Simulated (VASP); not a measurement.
Here is a VASP 6.6.1 calculation.

Contents of INCAR:

```
ALGO = Fast
EDIFF = 1E-6
ENCUT = 520
GGA = PE
ISIF = 2
ISMEAR = 0
LASPH = T
LCHARG = F
LREAL = F
LWAVE = F
NBANDS = 30
NELM = 100
PREC = Accurate
SIGMA = 0.1
```

File KPOINTS:

```
k-points
0
Gamma
  12 12 6
```

File POSCAR:

```
La2SbAs3
1.0
    4.7089937641      0.0000000000      0.0000000000
   -2.3544968820      4.0781082260      0.0000000000
    0.0000000000      0.0000000000      8.2065607620
La Sb As
2 1 3
Direct
    0.3333333333      0.6666666667      0.7643700958
    0.3333333333      0.6666666667      0.2356299042
    0.6666666667      0.3333333333      0.5000000000
    0.6666666667      0.3333333333      0.0000000000
    0.0000000000      0.0000000000      0.5000000000
    0.0000000000      0.0000000000      0.0000000000
```

Potentials or basis: VASP PAW PBE potentials, release 64 (La, Sb, As).

Command:

```bash
$ cat potpaw_PBE.64/La/POTCAR potpaw_PBE.64/Sb/POTCAR potpaw_PBE.64/As/POTCAR > POTCAR
$ mpirun -np 1 vasp_std > vasp.out
```

(1) Estimate the pressure.

(2) What does it give for the band gap on the k mesh?

Results:

(1) 0.0 GPa.

(2) zero (bands 21 and 22 overlap by 2.12 eV).

Caveat: spin-orbit coupling is left out, which moves the levels of the heavy elements.
